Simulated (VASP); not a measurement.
# Ge (Cmmm) in VASP: further runs, part 3 of 4

VASP 6.6.1.

## Step 4: Single point, PBEsol (strain -0.015 along x and y, -0.015 along z)

Input file INCAR:

```
PREC = Accurate ; ENCUT = 520
EDIFF = 1E-6 ; ISMEAR = 0
SIGMA = 0.15 ; LREAL = F
LASPH = T ; NELM = 80
ALGO = Normal ; ISIF = 2
LWAVE = F ; LCHARG = F
GGA = PS ; NBANDS = 13
```

Input file KPOINTS:

```
Automatic mesh
0
Gamma
  24 24 22
```

Input file POSCAR:

```
Ge
1.0
    1.3618665307     -2.4817087226      0.0000000000
    1.3618665307      2.4817087226      0.0000000000
    0.0000000000      0.0000000000      2.6030868654
Ge
1
Direct
    0.5000000000      0.5000000000      0.0000000000
```

Potentials or basis: VASP PAW PBE potentials, release 64 (Ge_d).

The run is started by

```bash
cat potpaw_PBE.64/Ge_d/POTCAR > POTCAR
mpirun -np 1 vasp_std > vasp.out
```

OUTCAR:

```text
PREC = Accurate
   ENCUT = 520
   EDIFF = 1E-6
   ISMEAR = 0
   LREAL = F
   LASPH = T
   NELM = 80
   ISIF = 2
   GGA = PS

 ion  position               nearest neighbor table
   1  0.500  0.500  0.000-

  LATTYP: Found a base centered orthorhombic cell.
 ALAT       =     2.7237330614
 B/A-ratio  =     1.8222848324
 C/A-ratio  =     0.9557055727

  Lattice vectors:

 A1 = (   1.3618665307,  -2.4817087226,   0.0000000000)
 A2 = (   1.3618665307,   2.4817087226,   0.0000000000)
 A3 = (   0.0000000000,   0.0000000000,   2.6030868654)

Analysis of symmetry for initial positions (statically):
=====================================================================
 Subroutine PRICEL returns:
 Original cell was already a primitive cell.

 Routine SETGRP: Setting up the symmetry group for a
 base centered orthorhombic supercell.

 Subroutine GETGRP returns: Found  8 space group operations
 (whereof  8 operations were pure point group operations)
 out of a pool of  8 trial point group operations.

The static configuration has the point symmetry D_2h.

Analysis of symmetry for dynamics (positions and initial velocities):
=====================================================================
 Subroutine PRICEL returns:
 Original cell was already a primitive cell.

 Routine SETGRP: Setting up the symmetry group for a
 base centered orthorhombic supercell.

 Subroutine GETGRP returns: Found  8 space group operations
 (whereof  8 operations were pure point group operations)
 out of a pool of  8 trial point group operations.

The dynamic configuration has the point symmetry D_2h.

 Subroutine INISYM returns: Found  8 space group operations
 (whereof  8 operations are pure point group operations),
 and found     1 'primitive' translations

----------------------------------------------------------------------------------------

                                     Primitive cell

  volume of cell :      17.5956

  direct lattice vectors                    reciprocal lattice vectors
     1.361866531 -2.481708723  0.000000000     0.367143174 -0.201474087  0.000000000
     1.361866531  2.481708723  0.000000000     0.367143174  0.201474087  0.000000000
     0.000000000  0.000000000  2.603086865     0.000000000  0.000000000  0.384159289

  length of vectors
     2.830822960  2.830822960  2.603086865     0.418791019  0.418791019  0.384159289

  position of ions in fractional coordinates (direct lattice)
     0.500000000  0.500000000  0.000000000

  ion indices of the primitive-cell ions
   primitive index   ion index
                 1           1

----------------------------------------------------------------------------------------

 KPOINTS: Automatic mesh

Automatic generation of k-mesh.
 Grid dimensions read from file:
 generate k-points for:   24   24   22

 Generating k-lattice:

  Cartesian coordinates                     Fractional coordinates (reciprocal lattice)
     0.015297632 -0.008394754  0.000000000     0.041666667  0.000000000  0.000000000
     0.015297632  0.008394754  0.000000000     0.000000000  0.041666667  0.000000000
     0.000000000  0.000000000  0.017461786     0.000000000  0.000000000  0.045454545

  Length of vectors
     0.017449626  0.017449626  0.017461786

  Shift w.r.t. Gamma in fractional coordinates (k-lattice)
     0.000000000  0.000000000  0.000000000

 Subroutine IBZKPT returns following result:
 ===========================================

 Found   1884 irreducible k-points:

 Following reciprocal coordinates:
            Coordinates               Weight
  0.000000  0.000000  0.000000      1.000000
  0.041667 -0.000000  0.000000      4.000000
  0.083333 -0.000000  0.000000      4.000000
  0.125000 -0.000000  0.000000      4.000000
  0.166667  0.000000  0.000000      4.000000
  0.208333 -0.000000  0.000000      4.000000
[... 16 lines left out ...]
  0.416667  0.041667  0.000000      4.000000
  0.458333  0.041667  0.000000      4.000000
 [... further k-points ...]
   k-points           NKPTS =   1884   k-points in BZ     NKDIM =   1884   number of bands    NBANDS=     13
   number of dos      NEDOS =    301   number of ions     NIONS =      1
   total plane-waves  NPLWV =  11520
   dimension x,y,z NGX =    24 NGY =   24 NGZ =   20
   dimension x,y,z NGXF=    48 NGYF=   48 NGZF=   40
   ions per type =               1
   NGX,Y,Z   is equivalent  to a cutoff of  14.09, 14.09, 12.77 a.u.
   NGXF,Y,Z  is equivalent  to a cutoff of  28.19, 28.19, 25.55 a.u.
 SYSTEM =  unknown system
   PREC   = accura    normal or accurate (medium, high low for compatibility)
   ISTART =      0    job   : 0-new  1-cont  2-samecut
   ICHARG =      2    charge: 1-file 2-atom 10-const
   ISPIN  =      1    spin polarized calculation?
   LNONCOLLINEAR =      F non collinear calculations
   LSORBIT =      F    spin-orbit coupling
   LASPH  =      T    aspherical Exc in radial PAW
   ENCUT  =  520.0 eV  38.22 Ry    6.18 a.u.   5.26  5.26  4.84*2*pi/ulx,y,z
   NELM   =     80;   NELMIN=  2; NELMDL= -5     # of ELM steps
   EDIFF  = 0.1E-05   stopping-criterion for ELM
   LREAL  =      F    real-space projection
   EDIFFG = 0.1E-04   stopping-criterion for IOM
   NSW    =      0    number of steps for IOM
   IBRION =     -1    ionic relax: 0-MD 1-quasi-New 2-CG
   NFREE  =      0    steps in history (QN), initial steepest desc. (CG)
   ISIF   =      2    stress and relaxation
   ISYM   =      2    0-nonsym 1-usesym 2-fastsym
   POTIM  = 0.5000    time-step for ionic-motion
   TEBEG  =    0.0;   TEEND  =   0.0 temperature during run
   PSTRESS=    0.0 pullay stress
   NELECT =      14.0000    total number of electrons
   NUPDOWN=      -1.0000    fix difference up-down
   EMIN   =  10.00;   EMAX   =-10.00  energy-range for DOS
   EFERMI =   0.00;   METHOD = LEGACY
   ISMEAR =     0;   SIGMA  =   0.15  broadening in eV -4-tet -1-fermi 0-gaus
   EFERMI_NEDOS =   21; number of points for ismear=-14 and -15
   IALGO  =     38    algorithm
   IMIX   =      4    mixing-type and parameters
     AMIX     =   0.40;   BMIX     =  1.00
     AMIX_MAG =   1.60;   BMIX_MAG =  1.00
  volume/ion in A,a.u.               =      17.60       118.74
  Fermi-wavevector in a.u.,A,eV,Ry     =   1.516990  2.866696 31.310542  2.301260
  Thomas-Fermi vector in A             =   2.626306
   LORBIT       =      0    0 simple, 1 ext, 2 COOP (PROOUT), +10 PAW based schemes
   GGA     = PS    functional components
   LHFCALC =     F    Hartree Fock is set to
   AEXX    =    0.0000 exact exchange contribution
   IVDW    =     0    specifies the selected vdW correction
   LEPSILON=     F    determine dielectric tensor
   LRPA    =     F    only Hartree local field effects (RPA)
 non-spin polarized calculation
 Gauss-broadening in eV      SIGMA  =   0.15
  energy-cutoff  :      520.00
  volume of cell :       17.60
 maximum number of plane-waves:       484
 NGX is ok and might be reduce to    24
   NGX = 11   NGY = 11   NGZ =  9

 number of electron      14.0000010 magnetization

 Free energy of the ion-electron system (eV)
  ---------------------------------------------------
  ext. energy  EPLUGINS =         0.00000000
  ---------------------------------------------------
  free energy    TOTEN  =        -4.74206650 eV

  energy without entropy =       -4.73775419  energy(sigma->0) =       -4.73991035

 E-fermi :   7.3040     XC(G=0): -11.7365

 val. band max:        7.3028000081   @ k =   0.5000   0.2917   0.0909
 cond. band min:       7.3048917506   @ k =   0.5000   0.2500   0.2273
 fundamental gap:      0.0020917425
 Fermi energy:         7.3040227606

 k-point     1 :       0.0000    0.0000    0.0000
  band No.  band energies     occupation
      1     -17.4985      2.00000
      2     -17.3947      2.00000
      3     -17.3460      2.00000
      4     -17.1983      2.00000
      5     -17.1844      2.00000
      6      -6.5269      2.00000
      7      14.5165      0.00000
      8      15.4975      0.00000
      9      16.6440      0.00000
     10      17.9292      0.00000
     11      20.8995      0.00000
     12      22.6763      0.00000
     13      23.0553      0.00000
[... 353 lines left out ...]
 k-point    24 :       0.4583    0.0417    0.0000
  band No.  band energies     occupation
      1     -17.4626      2.00000
      2     -17.3537      2.00000
      3     -17.2577      2.00000
      4     -17.2129      2.00000
      5     -17.2083      2.00000
      6      -0.9247      2.00000
      7       1.4282      2.00000
      8      10.6969      0.00000
      9      15.7313      0.00000
     10      18.9362      0.00000
     11      24.2220      0.00000
     12      25.0267      0.00000
     13      25.3259      0.00000

 [... further k-points ...]
[... 5 lines left out ...]
  --------------------------------------------------------------------------------------
  -------------------------------------------------------------------------------------
  Total        0.6263405      0.2753441      0.3499383     -0.0000000      0.0000000      0.0000000
  in kB       57.0317999     25.0716129     31.8638324     -0.0000000      0.0000000      0.0000000
  external PRESSURE =      37.9890817 kB  Pullay stress =       0.0000000 kB

 VOLUME and BASIS-vectors are now :
 -----------------------------------------------------------------------------
  energy-cutoff  :      520.00
  volume of cell :       17.60
      direct lattice vectors                 reciprocal lattice vectors
     1.361866531 -2.481708723  0.000000000     0.367143174 -0.201474087  0.000000000
     1.361866531  2.481708723  0.000000000     0.367143174  0.201474087  0.000000000
     0.000000000  0.000000000  2.603086865     0.000000000  0.000000000  0.384159289

 POSITION                                       TOTAL-FORCE (eV/Angst)
 -----------------------------------------------------------------------------------
      1.36187      0.00000      0.00000         0.000000      0.000000      0.000000
 -----------------------------------------------------------------------------------
    total drift:                               -0.000000     -0.000000     -0.000000

  FREE ENERGIE OF THE ION-ELECTRON SYSTEM (eV)
  ---------------------------------------------------
  free  energy   TOTEN  =        -4.7420664993 eV

  energy  without entropy=       -4.7377541916  energy(sigma->0) =       -4.73991035
```

OSZICAR:

```text
N       E                     dE             d eps       ncg     rms          rms(c)
DAV:   1     0.613068443685E+02    0.61307E+02   -0.70342E+03 53153   0.303E+03
DAV:   2     0.345239685773E+00   -0.60962E+02   -0.58096E+02 52209   0.408E+02
DAV:   3    -0.470316793240E+01   -0.50484E+01   -0.50245E+01 55615   0.690E+01
DAV:   4    -0.476733410563E+01   -0.64166E-01   -0.64157E-01 56227   0.844E+00
DAV:   5    -0.476792800284E+01   -0.59390E-03   -0.59389E-03 57228   0.890E-01    0.162E+00
DAV:   6    -0.474962303566E+01    0.18305E-01   -0.13177E-02 61163   0.273E+00    0.883E-01
DAV:   7    -0.474236446992E+01    0.72586E-02   -0.76449E-03 62564   0.175E+00    0.954E-02
DAV:   8    -0.474206615643E+01    0.29831E-03   -0.81288E-04 59364   0.692E-01    0.335E-02
DAV:   9    -0.474206656175E+01   -0.40532E-06   -0.14575E-05 64184   0.548E-02    0.844E-03
DAV:  10    -0.474206649929E+01    0.62465E-07   -0.39993E-07 40432   0.975E-03
   1 F= -.47420665E+01 E0= -.47399103E+01  d E =-.431231E-02
```

stdout:

```text
POSCAR found type information on POSCAR Ge
 POSCAR found :  1 types and       1 ions
 scaLAPACK will be used
 -----------------------------------------------------------------------------
|                                                                             |
|                                                                             |
|     You enforced a specific xc type in the INCAR file but a different       |
|     I HOPE YOU KNOW WHAT YOU ARE DOING!                                     |
|                                                                             |
 -----------------------------------------------------------------------------

 LDA part: xc-table for (Slater+PW92), standard interpolation
 POSCAR, INCAR and KPOINTS ok, starting setup
 FFT: planning ... GRIDC
 FFT: planning ... GRID_SOFT
 FFT: planning ... GRID
 WAVECAR not read
 entering main loop
```

It took 86 s on 1 thread of Intel Xeon 6975P-C (Granite Rapids), shared host; peak memory 0.47 GiB.

Results:

```yaml
Free_energy: -4.7421 eV
Pressure: 3.8 GPa
Band_gap_on_the_k_mesh: zero (band 7 reaches 14.66 eV, above the bottom of band 8 at 3.55 eV)
```

Stress tensor (GPa, compression positive):
```
5.70 0.00 0.00
0.00 2.51 0.00
0.00 0.00 3.19
```

Levels at points of the mesh, in eV from the Fermi level:
```tsv
k point	band 5	band 6	band 7	band 8	band 9	band 10
(0.00, 0.00, 0.00)	-24.49	-13.83	7.21	8.19	9.34	10.63
(0.50, 0.00, 0.00)	-24.51	-8.15	-6.03	3.85	7.90	11.64
(0.50, 0.50, 0.00)	-24.50	-8.83	-6.22	5.23	9.19	11.11
(0.00, 0.00, 0.50)	-24.54	-9.52	-6.45	11.52	12.68	17.12
(0.50, 0.00, 0.50)	-24.40	-3.35	-2.60	-1.95	3.33	7.15
(0.50, 0.50, 0.50)	-24.41	-4.12	-2.74	-2.45	3.03	8.55
```

Caveat: the cell differs from its parent crystal (strain -0.015 along x and y, -0.015 along z); the PAW data sets were made with another functional, which shifts forces and pressure a little.

[end of part 3 of 4]
